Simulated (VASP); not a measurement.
Here is a VASP 6.6.1 calculation.

Contents of INCAR:

```
SYSTEM = Rh
  PREC = Accurate
  ENCUT = 520
  EDIFF = 1E-7
  ISMEAR = -1
  SIGMA = 0.05
  LREAL = .FALSE.
  LASPH = .TRUE.
  NELM = 100
  ALGO = Normal
  ISIF = 2
  LWAVE = .FALSE.
  LCHARG = .FALSE.
  GGA = PS
  NBANDS = 14
```

The input KPOINTS:

```
regular mesh
0
G
  12 12 12
  0 0 0
```

POSCAR

```
Rh
1.0
    0.0000000000      1.8896286389      1.8896286389
    1.8896286389      0.0000000000      1.8896286389
    1.8896286389      1.8896286389      0.0000000000
Rh
1
Direct
    0.0000000000      0.0000000000      0.0000000000
```

Potentials or basis: VASP PAW PBE potentials, release 64 (Rh_pv).

Command:

```bash
$ cat potpaw_PBE.64/Rh_pv/POTCAR > POTCAR
$ mpirun -np 1 vasp_std > vasp.out
```

**Question.** Predict the pressure.

**Answer.** -0.1 GPa.

Caveat: the PAW data sets were made with another functional, which shifts forces and pressure a little.
